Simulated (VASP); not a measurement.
# CdS (Fm-3m) in VASP: elastic constants with PBEsol

Aim: the elastic constants of CdS with PBEsol.

Everything below comes from runs of VASP 6.6.1. Logs are shortened: lines on timing, memory, paths and dates and some standing lists are left out, and cuts for length are marked.

### 1 The cell of the first run

Symmetry: Fm-3m, No. 225, cubic system. The conventional cell has a = 5.272 Å, b = 5.272 Å, c = 5.272 Å, α = 90.00°, β = 90.00°, γ = 90.00°. Within 3.5 Å of Cd (site symmetry m-3m) lie 6 S at 2.64 Å. Within 3.5 Å of S (site symmetry m-3m) lie 6 Cd at 2.64 Å.

### 2 Elastic constants, PBEsol

The input, INCAR:

```
SYSTEM = CdS
  PREC = Accurate
  ENCUT = 600
  EDIFF = 1E-8
  ISMEAR = -1
  SIGMA = 0.1
  LREAL = .False.
  LASPH = .True.
  NELM = 100
  ALGO = Normal
  ISIF = 3
  LWAVE = .False.
  LCHARG = .False.
  GGA = PS
  IBRION = 6
  NFREE = 2
  POTIM = 0.015
  NSW = 1
```

The input, KPOINTS:

```
regular mesh
0
Gamma
  16 16 16
  0 0 0
```

The input, POSCAR:

```
CdS
1.0
    0.0000000000      2.6359580041      2.6359580041
    2.6359580041      0.0000000000      2.6359580041
    2.6359580041      2.6359580041      0.0000000000
Cd S
1 1
Direct
    0.0000000000      0.0000000000      0.0000000000
    0.5000000000      0.5000000000      0.5000000000
```

Potentials or basis: VASP PAW PBE potentials, release 64 (Cd, S).

The run is started by

```
cat potpaw_PBE.64/Cd/POTCAR potpaw_PBE.64/S/POTCAR > POTCAR
mpirun -np 1 vasp_std > vasp.out
```

OUTCAR:

```text
SYSTEM = CdS
   PREC = Accurate
   ENCUT = 600
   EDIFF = 1E-8
   ISMEAR = -1
   LREAL = .False.
   LASPH = .True.
   NELM = 100
   ISIF = 3
   GGA = PS
   IBRION = 6
   NFREE = 2
   POTIM = 0.015
   NSW = 1

 ion  position               nearest neighbor table
   1  0.000  0.000  0.000-   2 2.64   2 2.64   2 2.64   2 2.64   2 2.64   2 2.64
   2  0.500  0.500  0.500-   1 2.64   1 2.64   1 2.64   1 2.64   1 2.64   1 2.64

  LATTYP: Found a face centered cubic cell.
 ALAT       =     5.2719160082

  Lattice vectors:

 A1 = (   0.0000000000,   2.6359580041,   2.6359580041)
 A2 = (   2.6359580041,   0.0000000000,   2.6359580041)
 A3 = (   2.6359580041,   2.6359580041,   0.0000000000)

Analysis of symmetry for initial positions (statically):
=====================================================================
 Subroutine PRICEL returns:
 Original cell was already a primitive cell.

 Routine SETGRP: Setting up the symmetry group for a
 face centered cubic supercell.

 Subroutine GETGRP returns: Found 48 space group operations
 (whereof 48 operations were pure point group operations)
 out of a pool of 48 trial point group operations.

The static configuration has the point symmetry O_h .

Analysis of symmetry for dynamics (positions and initial velocities):
=====================================================================
 Subroutine PRICEL returns:
 Original cell was already a primitive cell.

 Routine SETGRP: Setting up the symmetry group for a
 face centered cubic supercell.

 Subroutine GETGRP returns: Found 48 space group operations
 (whereof 48 operations were pure point group operations)
 out of a pool of 48 trial point group operations.

The dynamic configuration has the point symmetry O_h .

 Subroutine INISYM returns: Found 48 space group operations
 (whereof 48 operations are pure point group operations),
 and found     1 'primitive' translations

----------------------------------------------------------------------------------------

                                     Primitive cell

  volume of cell :      36.6307

  direct lattice vectors                    reciprocal lattice vectors
     0.000000000  2.635958004  2.635958004    -0.189684357  0.189684357  0.189684357
     2.635958004  0.000000000  2.635958004     0.189684357 -0.189684357  0.189684357
     2.635958004  2.635958004  0.000000000     0.189684357  0.189684357 -0.189684357

  length of vectors
     3.727807559  3.727807559  3.727807559     0.328542944  0.328542944  0.328542944

  position of ions in fractional coordinates (direct lattice)
     0.000000000  0.000000000  0.000000000
     0.500000000  0.500000000  0.500000000

  ion indices of the primitive-cell ions
   primitive index   ion index
                 1           1
                 2           2

----------------------------------------------------------------------------------------

 KPOINTS: regular mesh

Automatic generation of k-mesh.
 Grid dimensions read from file:
 generate k-points for:   16   16   16

 Generating k-lattice:

  Cartesian coordinates                     Fractional coordinates (reciprocal lattice)
    -0.011855272  0.011855272  0.011855272     0.062500000  0.000000000  0.000000000
     0.011855272 -0.011855272  0.011855272     0.000000000  0.062500000  0.000000000
     0.011855272  0.011855272 -0.011855272     0.000000000  0.000000000  0.062500000

  Length of vectors
[... 111 lines left out ...]
  -------------------------------------------------------------------------------------
  Total        1.7619805      1.7619805      1.7619805      0.0000000      0.0000000      0.0000000
  in kB       77.0666032     77.0666032     77.0666032      0.0000000      0.0000000      0.0000000
  external PRESSURE =      77.0666032 kB  Pullay stress =       0.0000000 kB
[... 89 lines left out ...]
  FREE ENERGIE OF THE ION-ELECTRON SYSTEM (eV)
  ---------------------------------------------------
  free  energy   TOTEN  =        -6.5506492818 eV

  energy  without entropy=       -6.5463675913  energy(sigma->0) =       -6.54850844

[... ionic steps 4 to 14 ...]

--------------------------------------- Ionic step       15  -------------------------------------------

 number of electron      18.0000001 magnetization

------------------------ aborting loop because EDIFF is reached ----------------------------------------
[... 67 lines left out ...]
--------------------------------------- Ionic step       17  -------------------------------------------

 number of electron      18.0000004 magnetization

 Free energy of the ion-electron system (eV)
  ---------------------------------------------------
  ext. energy  EPLUGINS =         0.00000000
  ---------------------------------------------------
  free energy    TOTEN  =        -6.58248229 eV

  energy without entropy =       -6.57823953  energy(sigma->0) =       -6.58036091

 E-fermi :   4.2682     XC(G=0): -11.1617

 val. band max:        4.0918312405   @ k =   0.0000   0.5000   0.5000
 cond. band min:       4.2908718976   @ k =   0.4375   0.4375   0.0000
 fundamental gap:      0.1990406571
 Fermi energy:         4.2682259375

 k-point     1 :       0.0000    0.0000    0.0000
  band No.  band energies     occupation
      1      -9.7005      2.00000
      2      -3.9160      2.00000
      3      -3.9152      2.00000
      4      -3.9118      2.00000
      5      -3.9118      2.00000
      6      -3.9115      2.00000
      7       2.9721      2.00000
      8       2.9721      2.00000
      9       2.9722      2.00000
     10       5.3129      0.00006
     11      13.1556      0.00000
     12      13.1556      0.00000
     13      13.1559      0.00000
[... 354 lines left out ...]
  band No.  band energies     occupation
      1      -9.5900      2.00000
      2      -3.9744      2.00000
      3      -3.9489      2.00000
      4      -3.9275      2.00000
      5      -3.8947      2.00000
      6      -3.8744      2.00000
      7       2.1834      2.00000
      8       2.8664      2.00000
      9       3.1559      1.99997
     10       6.1834      0.00000
     11      12.2560      0.00000
     12      12.8049      0.00000
     13      13.2511      0.00000

 [... further k-points ...]

------------------------ aborting loop because EDIFF is reached ----------------------------------------

  FORCE on cell =-STRESS in cart. coord.  units (eV):
  Direction    XX          YY          ZZ          XY          YZ          ZX
  --------------------------------------------------------------------------------------
  -------------------------------------------------------------------------------------
  Total        1.7693378      1.7611308      1.7611308     -0.0000000      0.0000000      0.0000000
  in kB       77.3884011     77.0294415     77.0294415     -0.0000000      0.0000000      0.0000000
  external PRESSURE =      77.1490947 kB  Pullay stress =       0.0000000 kB
[... 17 lines left out ...]
  FREE ENERGIE OF THE ION-ELECTRON SYSTEM (eV)
  ---------------------------------------------------
  free  energy   TOTEN  =        -6.5824822869 eV

  energy  without entropy=       -6.5782395330  energy(sigma->0) =       -6.58036091

 INTERNAL STRAIN TENSORS FROM STRAINED CELLS
 ============================================

 INTERNAL STRAIN TENSOR FOR ION    1 for displacements in x,y,z  (eV/Angst):
          X           Y           Z          XY          YZ          ZX
  --------------------------------------------------------------------------------
  x     0.00000     0.00000     0.00000     0.00000     0.00000    -0.00000
  y     0.00000    -0.00000    -0.00000    -0.00000    -0.00000    -0.00000
  z     0.00000    -0.00000     0.00000     0.00000    -0.00000     0.00000

 INTERNAL STRAIN TENSORS FROM DISPLACED ATOMS
 ============================================

 INTERNAL STRAIN TENSOR FOR ION    1 for displacements in x,y,z  (eV/Angst):
          X           Y           Z          XY          YZ          ZX
  --------------------------------------------------------------------------------
  x     0.00000     0.00000     0.00000     0.00000     0.00000     0.00000
  y     0.00000     0.00000     0.00000     0.00000     0.00000     0.00000
  z     0.00000     0.00000     0.00000     0.00000     0.00000     0.00000

 INTERNAL STRAIN TENSOR FOR ION    2 for displacements in x,y,z  (eV/Angst):
          X           Y           Z          XY          YZ          ZX
  --------------------------------------------------------------------------------
  x     0.00000     0.00000     0.00000     0.00000     0.00000     0.00000
  y     0.00000     0.00000     0.00000     0.00000     0.00000     0.00000
  z     0.00000     0.00000     0.00000     0.00000     0.00000     0.00000

 Eigenvectors and eigenvalues of the dynamical matrix
 ----------------------------------------------------

   1 f  =    5.691727 THz    35.762178 2PiTHz  189.855588 cm-1    23.539082 meV
             X         Y         Z           dx          dy          dz
      0.000000  0.000000  0.000000     0.000000    0.471885    0.000000
      2.635958  2.635958  2.635958     0.000000   -0.881660    0.000000
[... 21 lines left out ...]
   6 f/i=    0.004995 THz     0.031386 2PiTHz    0.166625 cm-1     0.020659 meV
             X         Y         Z           dx          dy          dz
      0.000000  0.000000  0.000000     0.000000    0.000000    0.881660
      2.635958  2.635958  2.635958     0.000000    0.000000    0.471885

--------------------------------------------------------------------------------------------------------

 ELASTIC MODULI CONTR FROM IONIC RELAXATION (kBar)
 Direction    XX          YY          ZZ          XY          YZ          ZX
 --------------------------------------------------------------------------------
 XX           0.0000      0.0000      0.0000      0.0000      0.0000      0.0000
 YY           0.0000      0.0000      0.0000      0.0000      0.0000      0.0000
 ZZ           0.0000      0.0000      0.0000      0.0000      0.0000      0.0000
 XY           0.0000      0.0000      0.0000      0.0000      0.0000      0.0000
 YZ           0.0000      0.0000      0.0000      0.0000      0.0000      0.0000
 ZX           0.0000      0.0000      0.0000      0.0000      0.0000      0.0000
 --------------------------------------------------------------------------------

 TOTAL ELASTIC MODULI (kBar)
 Direction    XX          YY          ZZ          XY          YZ          ZX
 --------------------------------------------------------------------------------
 XX        2052.2942    645.9575    645.9575     -0.0000     -0.0000      0.0000
 YY         645.9575   2052.2942    645.9575     -0.0000     -0.0000      0.0000
 ZZ         645.9575    645.9575   2052.2942      0.0000     -0.0000      0.0000
 XY          -0.0000     -0.0000      0.0000    339.8503     -0.0000      0.0000
 YZ          -0.0000     -0.0000     -0.0000     -0.0000    339.8503     -0.0000
 ZX           0.0000      0.0000      0.0000      0.0000     -0.0000    339.8503
 --------------------------------------------------------------------------------
```

Wall time 32 min (1 thread of Intel Xeon 6975P-C (Granite Rapids), shared host); peak memory 1.1 GiB.

What came out:

| Item | Value |
| --- | --- |
| Elastic constants C11, C12, C44 | 205, 65, 34 GPa |
| Voigt bulk modulus | 111 GPa |
| Highest phonon frequency at Γ, LO-TO splitting left out | 190 cm⁻¹ |

Phonon frequencies in cm⁻¹ (negative: imaginary):
```
              q point        frequencies
(0.000, 0.000, 0.000)  0 0 0 190 190 190
```

Elastic tensor in Voigt notation (GPa, in the Cartesian axes of the cell as first typed):
```
205  65  65   0   0   0
 65 205  65   0   0   0
 65  65 205   0   0   0
  0   0   0  34   0   0
  0   0   0   0  34   0
  0   0   0   0   0  34
```

Clamped-ion elastic tensor (GPa):
```
205  65  65   0   0   0
 65 205  65   0   0   0
 65  65 205   0   0   0
  0   0   0  34   0   0
  0   0   0   0  34   0
  0   0   0   0   0  34
```

Caveat: the cell is under stress, which shifts elastic constants; the PAW data sets were made with another functional, which shifts forces and pressure a little.
